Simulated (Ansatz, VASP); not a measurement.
# WC in VASP and in Ansatz

```xyz
2
Lattice="0.0000 2.1729 2.1729 2.1729 0.0000 2.1729 2.1729 2.1729 0.0000" Properties=species:S:1:pos:R:3 pbc="T T T"
W     0.0000    0.0000    0.0000
C     2.1729    2.1729    2.1729
```

Alike in both runs: functional PBEsol; k mesh 11 × 11 × 11; no spin polarisation.

Ansatz relaxed the structure, and its values are those at the end. VASP's run is a single point on that final structure, the one shown.

|  | VASP | Ansatz |
| --- | --- | --- |
| version | VASP 6.6.1 | Ansatz 0.2.0 |
| potentials or method | VASP PAW PBE potentials, release 64 (W_sv, C), cutoff 520 eV | plane waves, PAW |
| occupations | methfessel-paxton of order 1, width 0.2 eV | cold, width 0.2 eV |
| valence electrons in the cell | 18 | 18 |

```tsv
	VASP	Ansatz	Ansatz less VASP
pressure (GPa)	1.1	0.0	-1.12
```

VASP's potentials were made for PBE, not for PBEsol.

Spin-orbit coupling is off throughout.
